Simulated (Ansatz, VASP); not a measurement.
C: VASP beside Ansatz

File INCAR:

```
SYSTEM = C
PREC = Accurate ; ENCUT = 520
EDIFF = 1E-6 ; ISMEAR = 0
SIGMA = 0.05 ; LREAL = .FALSE.
LASPH = .TRUE. ; NELM = 60
ALGO = Normal ; ISIF = 2
LWAVE = .FALSE. ; LCHARG = .FALSE.
NBANDS = 36
```

File KPOINTS:

```
regular mesh
0
G
  12 12 2
  0 0 0
```

The input POSCAR:

```
C
1.0
    2.6084000000      0.0000000000      0.0000000000
   -1.3042000000      2.2589406632      0.0000000000
    0.0000000000      0.0000000000     12.0869000000
C
12
Direct
    0.0000000000      0.0000000000      0.1868599868
    0.0000000000      0.0000000000      0.6868599868
    0.0000000000      0.0000000000      0.3131400132
    0.0000000000      0.0000000000      0.8131400132
    0.3333333333      0.6666666667      0.5207718743
    0.6666666667      0.3333333333      0.0207718743
    0.3333333333      0.6666666667      0.9792281257
    0.6666666667      0.3333333333      0.4792281257
    0.3333333333      0.6666666667      0.6450609412
    0.6666666667      0.3333333333      0.1450609412
    0.3333333333      0.6666666667      0.8549390588
    0.6666666667      0.3333333333      0.3549390588
```

Input for Ansatz:

```yaml
crystal:
  lattice:
    - [2.6084, 0.0, 0.0]
    - [-1.3042, 2.2589406632, 0.0]
    - [0.0, 0.0, 12.0869]
  atoms:
    - { symbol: C, position: [0.0, 0.0, 0.1868599868] }
    - { symbol: C, position: [0.0, 0.0, 0.6868599868] }
    - { symbol: C, position: [0.0, 0.0, 0.3131400132] }
    - { symbol: C, position: [0.0, 0.0, 0.8131400132] }
    - { symbol: C, position: [0.3333333333, 0.6666666667, 0.5207718743] }
    - { symbol: C, position: [0.6666666667, 0.3333333333, 0.0207718743] }
    - { symbol: C, position: [0.3333333333, 0.6666666667, 0.9792281257] }
    - { symbol: C, position: [0.6666666667, 0.3333333333, 0.4792281257] }
    - { symbol: C, position: [0.3333333333, 0.6666666667, 0.6450609412] }
    - { symbol: C, position: [0.6666666667, 0.3333333333, 0.1450609412] }
    - { symbol: C, position: [0.3333333333, 0.6666666667, 0.8549390588] }
    - { symbol: C, position: [0.6666666667, 0.3333333333, 0.3549390588] }
basis:
  ecutwfc: 520.0
kpoints:
  mp_grid: { grid: [12, 12, 2] }
hamiltonian:
  xc: lda
  pseudopotentials: { kind: paw, azcp: { folder: soft_1 } }
scf:
  occupations: { method: gaussian, width: 0.05 }
output:
  forces: true
  stress: true
  eigenvalues: true
```

Alike in both runs: task single point; functional LDA; k mesh 12 × 12 × 2; occupations gaussian, width 0.05 eV; no spin polarisation.

|  | VASP | Ansatz |
| --- | --- | --- |
| version | VASP 6.6.1 | Ansatz 0.2.0 |
| potentials or method | VASP PAW LDA potentials, release 64 (C), cutoff 520 eV | scalar-relativistic, plane waves, PAW |
| valence electrons in the cell | 48 | 48 |

VASP gave:

| Quantity | Value |
| --- | --- |
| gap on the k mesh at the Fermi level (eV) | 3.62 |
| least direct gap on the mesh (eV) | 4.52 |
| pressure (GPa) | -26.8 |
| traceless stress, the component that is largest in VASP (GPa) | 45.57 |
| rms of the force components (eV/Å) | 0.140 |

Task: Which values does Ansatz return?

Result: gap on the k mesh at the Fermi level (eV): 3.63; least direct gap on the mesh (eV): 4.52; pressure (GPa): -28.1; traceless stress, the component that is largest in VASP (GPa): 45.32; rms of the force components (eV/Å): 0.129.

Ansatz warns that its potentials were made for another functional, while VASP's fit it. LDA's correlation is that of Perdew and Zunger in VASP and of Perdew and Wang (1992) in Ansatz. Atom by atom the forces differ by 0.012 eV/Å (rms over components).
